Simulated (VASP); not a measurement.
# Ru (P6_3/mmc) in VASP: notebook

Aim: see how the results for Ru move with the level of theory and the settings. Levels: LDA, PBE+D4, PBEsol+D3(BJ), RPBE, PBE. Tasks: single point.

Program: VASP 6.6.1. These are calculated values, not measurements. Logs are shortened: lines on timing, memory, paths and dates and some standing lists are left out, and cuts for length are marked.

## 1. The cell of the first run

It takes space group P6_3/mmc (No. 194, hexagonal). Conventional cell: a = 2.741 Å, b = 2.741 Å, c = 4.338 Å, α = 90.00°, β = 90.00°, γ = 120.00°. Within 3.5 Å of Ru (site symmetry -6m2) lie 12 Ru at 2.69 to 2.74 Å.

## 2. Single point, LDA

Contents of INCAR:

```
SYSTEM = Ru
PREC = Accurate
ENCUT = 520
EDIFF = 1E-6
ISMEAR = -1
SIGMA = 0.05
LREAL = .False.
LASPH = .True.
NELM = 100
ALGO = Fast
ISIF = 2
LWAVE = .False.
LCHARG = .True.
LELF = .True.
LVHAR = .True.
NBANDS = 21
```

Contents of KPOINTS:

```
Automatic mesh
0
Gamma
  11 11 6
  0 0 0
```

Contents of POSCAR:

```
Ru
1.0
    2.7414067149      0.0000000000      0.0000000000
   -1.3707033574      2.3741278572      0.0000000000
    0.0000000000      0.0000000000      4.3382472512
Ru
2
Direct
    0.6666666667      0.3333333333      0.7500000000
    0.3333333333      0.6666666667      0.2500000000
```

Potentials or basis: VASP PAW LDA potentials, release 64 (Ru_pv).

Run with:

```
cat potpaw_LDA.64/Ru_pv/POTCAR > POTCAR
mpirun -np 1 vasp_std > vasp.out
```

OUTCAR:

```text
SYSTEM = Ru
   PREC = Accurate
   ENCUT = 520
   EDIFF = 1E-6
   ISMEAR = -1
   LREAL = .False.
   LASPH = .True.
   NELM = 100
   ISIF = 2

 ion  position               nearest neighbor table
   1  0.667  0.333  0.750-   2 2.69   2 2.69   2 2.69   2 2.69   2 2.69   2 2.69
   2  0.333  0.667  0.250-   1 2.69   1 2.69   1 2.69   1 2.69   1 2.69   1 2.69

  LATTYP: Found a hexagonal cell.
 ALAT       =     2.7414067149
 C/A-ratio  =     1.5824894670

  Lattice vectors:

 A1 = (   2.7414067149,   0.0000000000,   0.0000000000)
 A2 = (  -1.3707033574,   2.3741278572,   0.0000000000)
 A3 = (   0.0000000000,   0.0000000000,   4.3382472512)

Analysis of symmetry for initial positions (statically):
=====================================================================
 Subroutine PRICEL returns:
 Original cell was already a primitive cell.

 Routine SETGRP: Setting up the symmetry group for a
 hexagonal supercell.

 Subroutine GETGRP returns: Found 24 space group operations
 (whereof 12 operations were pure point group operations)
 out of a pool of 24 trial point group operations.

The static configuration has the point symmetry D_3d.
 The point group associated with its full space group is D_6h.

Analysis of symmetry for dynamics (positions and initial velocities):
=====================================================================
 Subroutine PRICEL returns:
 Original cell was already a primitive cell.

 Routine SETGRP: Setting up the symmetry group for a
 hexagonal supercell.

 Subroutine GETGRP returns: Found 24 space group operations
 (whereof 12 operations were pure point group operations)
 out of a pool of 24 trial point group operations.

The dynamic configuration has the point symmetry D_3d.
 The point group associated with its full space group is D_6h.

 Subroutine INISYM returns: Found 24 space group operations
 (whereof 12 operations are pure point group operations),
 and found     1 'primitive' translations

----------------------------------------------------------------------------------------

                                     Primitive cell

  volume of cell :      28.2353

  direct lattice vectors                    reciprocal lattice vectors
     2.741406715  0.000000000  0.000000000     0.364776228  0.210603653  0.000000000
    -1.370703357  2.374127857  0.000000000     0.000000000  0.421207306  0.000000000
     0.000000000  0.000000000  4.338247251     0.000000000  0.000000000  0.230507839

  length of vectors
     2.741406715  2.741406715  4.338247251     0.421207306  0.421207306  0.230507839

  position of ions in fractional coordinates (direct lattice)
     0.666666667  0.333333333  0.750000000
     0.333333333  0.666666667  0.250000000

  ion indices of the primitive-cell ions
   primitive index   ion index
                 1           1
                 2           2

----------------------------------------------------------------------------------------

 KPOINTS: Automatic mesh

Automatic generation of k-mesh.
 Grid dimensions read from file:
 generate k-points for:   11   11    6

 Generating k-lattice:

  Cartesian coordinates                     Fractional coordinates (reciprocal lattice)
     0.033161475  0.019145787  0.000000000     0.090909091  0.000000000  0.000000000
     0.000000000  0.038291573  0.000000000     0.000000000  0.090909091  0.000000000
     0.000000000  0.000000000  0.038417973     0.000000000  0.000000000  0.166666667

  Length of vectors
     0.038291573  0.038291573  0.038417973

  Shift w.r.t. Gamma in fractional coordinates (k-lattice)
     0.000000000  0.000000000  0.000000000

 Subroutine IBZKPT returns following result:
 ===========================================

 Found     64 irreducible k-points:

 Following reciprocal coordinates:
            Coordinates               Weight
  0.000000  0.000000  0.000000      1.000000
  0.090909 -0.000000  0.000000      6.000000
  0.181818  0.000000  0.000000      6.000000
  0.272727  0.000000  0.000000      6.000000
  0.363636  0.000000  0.000000      6.000000
  0.454545  0.000000  0.000000      6.000000
[... 16 lines left out ...]
  0.090909  0.090909  0.166667     12.000000
  0.181818  0.090909  0.166667     24.000000
 [... further k-points ...]
   k-points           NKPTS =     64   k-points in BZ     NKDIM =     64   number of bands    NBANDS=     21
   number of dos      NEDOS =    301   number of ions     NIONS =      2
   total plane-waves  NPLWV =  12800
   dimension x,y,z NGX =    20 NGY =   20 NGZ =   32
   dimension x,y,z NGXF=    40 NGYF=   40 NGZF=   64
   ions per type =               2
   NGX,Y,Z   is equivalent  to a cutoff of  12.13, 12.13, 12.26 a.u.
   NGXF,Y,Z  is equivalent  to a cutoff of  24.26, 24.26, 24.53 a.u.
 SYSTEM =  Ru
   PREC   = accura    normal or accurate (medium, high low for compatibility)
   ISTART =      0    job   : 0-new  1-cont  2-samecut
   ICHARG =      2    charge: 1-file 2-atom 10-const
   ISPIN  =      1    spin polarized calculation?
   LNONCOLLINEAR =      F non collinear calculations
   LSORBIT =      F    spin-orbit coupling
   LASPH  =      T    aspherical Exc in radial PAW
   ENCUT  =  520.0 eV  38.22 Ry    6.18 a.u.   5.10  5.10  8.07*2*pi/ulx,y,z
   NELM   =    100;   NELMIN=  2; NELMDL= -5     # of ELM steps
   EDIFF  = 0.1E-05   stopping-criterion for ELM
   LREAL  =      F    real-space projection
   EDIFFG = 0.1E-04   stopping-criterion for IOM
   NSW    =      0    number of steps for IOM
   IBRION =     -1    ionic relax: 0-MD 1-quasi-New 2-CG
   NFREE  =      0    steps in history (QN), initial steepest desc. (CG)
   ISIF   =      2    stress and relaxation
   ISYM   =      2    0-nonsym 1-usesym 2-fastsym
   POTIM  = 0.5000    time-step for ionic-motion
   TEBEG  =    0.0;   TEEND  =   0.0 temperature during run
   PSTRESS=    0.0 pullay stress
   NELECT =      28.0000    total number of electrons
   NUPDOWN=      -1.0000    fix difference up-down
   EMIN   =  10.00;   EMAX   =-10.00  energy-range for DOS
   EFERMI =   0.00;   METHOD = LEGACY
   ISMEAR =    -1;   SIGMA  =   0.05  broadening in eV -4-tet -1-fermi 0-gaus
   EFERMI_NEDOS =   21; number of points for ismear=-14 and -15
   IALGO  =     68    algorithm
   IMIX   =      4    mixing-type and parameters
     AMIX     =   0.40;   BMIX     =  1.00
     AMIX_MAG =   1.60;   BMIX_MAG =  1.00
  volume/ion in A,a.u.               =      14.12        95.27
  Fermi-wavevector in a.u.,A,eV,Ry     =   1.632539  3.085051 36.262022  2.665183
  Thomas-Fermi vector in A             =   2.724493
   LORBIT       =      0    0 simple, 1 ext, 2 COOP (PROOUT), +10 PAW based schemes
   GGA     = CA    functional components
   LHFCALC =     F    Hartree Fock is set to
   AEXX    =    0.0000 exact exchange contribution
   IVDW    =     0    specifies the selected vdW correction
   LEPSILON=     F    determine dielectric tensor
   LRPA    =     F    only Hartree local field effects (RPA)
 non-spin polarized calculation
 RMM-DIIS sequential band-by-band and
  energy-cutoff  :      520.00
  volume of cell :       28.24
 maximum number of plane-waves:       776
   NGX = 11   NGY = 11   NGZ = 17

 number of electron      28.0000011 magnetization

 Free energy of the ion-electron system (eV)
  ---------------------------------------------------
  ext. energy  EPLUGINS =         0.00000000
  ---------------------------------------------------
  free energy    TOTEN  =       -21.23854267 eV

  energy without entropy =      -21.22079667  energy(sigma->0) =      -21.22966967

 E-fermi :  11.9168     XC(G=0): -14.1436

 val. band max:       11.8986212102   @ k =   0.2727   0.0000   0.0000
 cond. band min:      11.9169671755   @ k =   0.3636   0.0000   0.3333
 fundamental gap:      0.0183459653
 Fermi energy:        11.9168188748

 k-point     1 :       0.0000    0.0000    0.0000
  band No.  band energies     occupation
      1     -31.3327      2.00000
      2     -30.4973      2.00000
      3     -30.4973      2.00000
      4     -30.3442      2.00000
      5     -30.3442      2.00000
      6     -30.3104      2.00000
[... 13 lines left out ...]
     20      21.9998      0.00000
     21      22.0205      0.00000

 k-point     2 :       0.0909   -0.0000    0.0000
  band No.  band energies     occupation
      1     -31.3077      2.00000
      2     -30.5500      2.00000
      3     -30.5151      2.00000
      4     -30.3992      2.00000
      5     -30.3516      2.00000
      6     -30.3222      2.00000
[... 13 lines left out ...]
     20      21.9998      0.00000
     21      22.0172      0.00000

 k-point     3 :       0.1818    0.0000    0.0000
  band No.  band energies     occupation
      1     -31.2366      2.00000
      2     -30.6915      2.00000
      3     -30.5612      2.00000
      4     -30.5434      2.00000
      5     -30.3728      2.00000
      6     -30.3575      2.00000
[... 13 lines left out ...]
     20      21.9998      0.00000
     21      22.0110      0.00000

 k-point     4 :       0.2727    0.0000    0.0000
  band No.  band energies     occupation
      1     -31.1313      2.00000
      2     -30.8770      2.00000
      3     -30.7254      2.00000
      4     -30.6190      2.00000
      5     -30.4157      2.00000
      6     -30.4027      2.00000
[... 13 lines left out ...]
     20      22.0057      0.00000
     21      23.8875      0.00000

 k-point     5 :       0.3636    0.0000    0.0000
  band No.  band energies     occupation
      1     -31.0473      2.00000
      2     -31.0126      2.00000
      3     -30.8865      2.00000
      4     -30.6702      2.00000
      5     -30.4909      2.00000
      6     -30.4315      2.00000
[... 13 lines left out ...]
     20      21.9963      0.00000
     21      22.4220      0.00000
[... 382 lines left out ...]
     20      22.6050      0.00000
     21      23.8364      0.00000

 k-point    22 :       0.4545    0.0000    0.1667
  band No.  band energies     occupation
      1     -31.2004      2.00000
      2     -31.0377      2.00000
      3     -30.8279      2.00000
      4     -30.6834      2.00000
      5     -30.5366      2.00000
      6     -30.4661      2.00000
[... 13 lines left out ...]
     20      22.0935      0.00000
     21      23.3768      0.00000

 k-point    23 :       0.0909    0.0909    0.1667
  band No.  band energies     occupation
      1     -31.2090      2.00000
      2     -30.6179      2.00000
      3     -30.5775      2.00000
      4     -30.5099      2.00000
      5     -30.3862      2.00000
      6     -30.3684      2.00000
[... 13 lines left out ...]
     20      21.9998      0.00000
     21      23.0995      0.00000

 k-point    24 :       0.1818    0.0909    0.1667
  band No.  band energies     occupation
      1     -31.1467      2.00000
      2     -30.7596      2.00000
      3     -30.7167      2.00000
      4     -30.5793      2.00000
      5     -30.4270      2.00000
      6     -30.3995      2.00000
[... 13 lines left out ...]
     20      21.9997      0.00000
     21      23.2568      0.00000

 [... further k-points ...]
[... 5 lines left out ...]
  --------------------------------------------------------------------------------------
  -------------------------------------------------------------------------------------
  Total       -3.8865866     -3.8865866     -4.1452177     -0.0000000      0.0000000      0.0000000
  in kB     -220.5398388   -220.5398388   -235.2155596     -0.0000000      0.0000000      0.0000000
  external PRESSURE =    -225.4317457 kB  Pullay stress =       0.0000000 kB

 VOLUME and BASIS-vectors are now :
 -----------------------------------------------------------------------------
  energy-cutoff  :      520.00
  volume of cell :       28.24
      direct lattice vectors                 reciprocal lattice vectors
     2.741406715  0.000000000  0.000000000     0.364776228  0.210603653  0.000000000
    -1.370703357  2.374127857  0.000000000     0.000000000  0.421207306  0.000000000
     0.000000000  0.000000000  4.338247251     0.000000000  0.000000000  0.230507839

 POSITION                                       TOTAL-FORCE (eV/Angst)
 -----------------------------------------------------------------------------------
      1.37070      0.79138      3.25369        -0.000000      0.000000      0.000000
     -0.00000      1.58275      1.08456         0.000000     -0.000000      0.000000
 -----------------------------------------------------------------------------------
    total drift:                                0.000000     -0.000000      0.000000

  FREE ENERGIE OF THE ION-ELECTRON SYSTEM (eV)
  ---------------------------------------------------
  free  energy   TOTEN  =       -21.2385426740 eV

  energy  without entropy=      -21.2207966712  energy(sigma->0) =      -21.22966967
```

Run time: 45 s. Hardware: 1 thread of Intel Xeon Platinum 8259CL at 2.50GHz (Skylake/Cascade Lake), shared host; peak memory 0.14 GiB.

Results:

| Property | Result |
| --- | --- |
| Free energy | -21.2385 eV |
| Pressure | -22.5 GPa |
| Band gap on the k mesh | zero (band 14 reaches 13.39 eV, above the bottom of band 15 at 10.49 eV) |

Stress tensor (GPa, compression positive):
```
-22.05   0.00   0.00
  0.00 -22.05   0.00
  0.00   0.00 -23.52
```

Levels at points of the mesh, in eV from the Fermi level:
| k point | band 11 | band 12 | band 13 | band 14 | band 15 | band 16 | band 17 | band 18 |
| --- | --- | --- | --- | --- | --- | --- | --- | --- |
| (0.00, 0.00, 0.00) | -2.24 | -1.75 | -1.75 | -1.25 | -1.25 | 1.19 | 1.19 | 1.32 |
| (0.00, 0.00, 0.50) | -2.55 | -2.55 | -2.54 | -2.54 | 0.58 | 0.58 | 0.58 | 0.58 |

## 3. Single point, PBE+D4

This run uses another cell than the first one, of 14.39 Å³/atom, 1.019 times its volume.

Contents of INCAR:

```
  PREC = Accurate
  ENCUT = 520
  EDIFF = 1E-6
  ISMEAR = -1
  SIGMA = 0.05
  LREAL = F
  LASPH = T
  NELM = 100
  ALGO = Normal
  ISIF = 2
  LWAVE = F
  LCHARG = F
  GGA = PE
  IVDW = 13
  NBANDS = 21
```

Contents of KPOINTS:

```
regular mesh
0
Gamma
  11 11 6
```

Contents of POSCAR:

```
Ru
1.0
    2.7588683749      0.0000000000      0.0000000000
   -1.3794341875      2.3892500984      0.0000000000
    0.0000000000      0.0000000000      4.3658801443
Ru
2
Direct
    0.6666666667      0.3333333333      0.7500000000
    0.3333333333      0.6666666667      0.2500000000
```

Potentials or basis: VASP PAW PBE potentials, release 64 (Ru_pv).

Run with:

```
cat potpaw_PBE.64/Ru_pv/POTCAR > POTCAR
mpirun -np 1 vasp_std > vasp.out
```

OUTCAR:

```text
PREC = Accurate
   ENCUT = 520
   EDIFF = 1E-6
   ISMEAR = -1
   LREAL = F
   LASPH = T
   NELM = 100
   ISIF = 2
   GGA = PE
   IVDW = 13

 ion  position               nearest neighbor table
   1  0.667  0.333  0.750-   2 2.70   2 2.70   2 2.70   2 2.70   2 2.70   2 2.70
   2  0.333  0.667  0.250-   1 2.70   1 2.70   1 2.70   1 2.70   1 2.70   1 2.70

  LATTYP: Found a hexagonal cell.
 ALAT       =     2.7588683749
 C/A-ratio  =     1.5824894671

  Lattice vectors:

 A1 = (   2.7588683749,   0.0000000000,   0.0000000000)
 A2 = (  -1.3794341875,   2.3892500984,   0.0000000000)
 A3 = (   0.0000000000,   0.0000000000,   4.3658801443)

Analysis of symmetry for initial positions (statically):
=====================================================================
 Subroutine PRICEL returns:
 Original cell was already a primitive cell.

 Routine SETGRP: Setting up the symmetry group for a
 hexagonal supercell.

 Subroutine GETGRP returns: Found 24 space group operations
 (whereof 12 operations were pure point group operations)
 out of a pool of 24 trial point group operations.

The static configuration has the point symmetry D_3d.
 The point group associated with its full space group is D_6h.

[... 159 lines left out ...]
  energy without entropy =      -18.39724320  energy(sigma->0) =      -18.40637340

 E-fermi :  11.7427     XC(G=0): -13.7619

 val. band max:       11.7227333478   @ k =   0.2727   0.0000   0.0000
 cond. band min:      11.7497550771   @ k =   0.3636   0.0000   0.3333
 fundamental gap:      0.0270217293
 Fermi energy:        11.7427403762

 k-point     1 :       0.0000    0.0000    0.0000
  band No.  band energies     occupation
      1     -31.6337      2.00000
      2     -30.8643      2.00000
      3     -30.8643      2.00000
      4     -30.7225      2.00000
      5     -30.7225      2.00000
      6     -30.6912      2.00000
[... 565 lines left out ...]
     20      22.3023      0.00000
     21      22.9256      0.00000

 [... further k-points ...]

------------------------ aborting loop because EDIFF is reached ----------------------------------------

  DFT-D4 for vdW energy calculation

  Edisp (eV):   -0.99419

  FORCE on cell =-STRESS in cart. coord.  units (eV):
  Direction    XX          YY          ZZ          XY          YZ          ZX
  --------------------------------------------------------------------------------------
  -------------------------------------------------------------------------------------
  Total      -3.11288    -3.11288    -3.31931     0.00000    -0.00000    -0.00000
  in kB    -173.30414  -173.30414  -184.79671     0.00000    -0.00000    -0.00000
  external pressure =     -177.13 kB  Pullay stress =        0.00 kB

 VOLUME and BASIS-vectors are now :
 -----------------------------------------------------------------------------
  energy-cutoff  :      520.00
  volume of cell :       28.78
      direct lattice vectors                 reciprocal lattice vectors
     2.758868375  0.000000000  0.000000000     0.362467456  0.209270683  0.000000000
    -1.379434188  2.389250098  0.000000000     0.000000000  0.418541366  0.000000000
     0.000000000  0.000000000  4.365880144     0.000000000  0.000000000  0.229048890

 POSITION                                       TOTAL-FORCE (eV/Angst)
 -----------------------------------------------------------------------------------
      1.37943      0.79642      3.27441         0.000000     -0.000000      0.000000
     -0.00000      1.59283      1.09147        -0.000000      0.000000      0.000000
 -----------------------------------------------------------------------------------
    total drift:                               -0.000000      0.000000     -0.000000

  FREE ENERGIE OF THE ION-ELECTRON SYSTEM (eV)
  ---------------------------------------------------
  free  energy   TOTEN  =       -19.4096906628 eV

  energy  without entropy=      -19.3914302790  energy(sigma->0) =      -19.40056047
```

OSZICAR:

```text
N       E                     dE             d eps       ncg     rms          rms(c)
DAV:   1     0.286818622713E+03    0.28682E+03   -0.17517E+04  2696   0.147E+03
DAV:   2    -0.141642088533E+02   -0.30098E+03   -0.29221E+03  2738   0.442E+02
DAV:   3    -0.197758716036E+02   -0.56117E+01   -0.55792E+01  3173   0.676E+01
DAV:   4    -0.198194226569E+02   -0.43551E-01   -0.43498E-01  3393   0.563E+00
DAV:   5    -0.198199206503E+02   -0.49799E-03   -0.49509E-03  3074   0.544E-01    0.155E+01
DAV:   6    -0.184865704591E+02    0.13334E+01   -0.31466E+00  3053   0.172E+01    0.361E+00
DAV:   7    -0.184223533656E+02    0.64217E-01   -0.36228E-01  3146   0.431E+00    0.906E-01
DAV:   8    -0.184161191493E+02    0.62342E-02   -0.16206E-02  2947   0.961E-01    0.346E-01
DAV:   9    -0.184154946106E+02    0.62454E-03   -0.11360E-03  3120   0.361E-01    0.329E-02
DAV:  10    -0.184155082186E+02   -0.13608E-04   -0.69708E-05  3018   0.845E-02    0.206E-02
DAV:  11    -0.184155036653E+02    0.45533E-05   -0.12579E-05  3033   0.323E-02    0.216E-03
DAV:  12    -0.184155035879E+02    0.77429E-07   -0.12591E-07  1749   0.403E-03
   1 F= -.19409691E+02 E0= -.19400560E+02  d E =-.182604E-01
```

stdout:

```text
POSCAR found type information on POSCAR Ru
 POSCAR found :  1 types and       2 ions
 scaLAPACK will be used
 LDA part: xc-table for (Slater+PW92), standard interpolation
 POSCAR, INCAR and KPOINTS ok, starting setup
 FFT: planning ... GRIDC
 FFT: planning ... GRID_SOFT
 FFT: planning ... GRID
 WAVECAR not read
 entering main loop
```

Run time: 40 s. Hardware: 1 thread of Intel Xeon Platinum 8259CL at 2.50GHz (Skylake/Cascade Lake), shared host; peak memory 0.17 GiB.

What came out:

| Quantity | Value |
| --- | --- |
| Free energy | -19.4097 eV |
| Pressure | -17.7 GPa |
| Band gap on the k mesh | zero (band 14 reaches 13.16 eV, above the bottom of band 15 at 10.37 eV) |
| Dispersion energy per atom | -0.497 eV |

Stress tensor (GPa, compression positive):
```
-17.33   0.00   0.00
  0.00 -17.33   0.00
  0.00   0.00 -18.48
```

Caveat: pairwise dispersion overbinds metals, which lowers pressure and volume.

(Continued in part 2 of 2.)
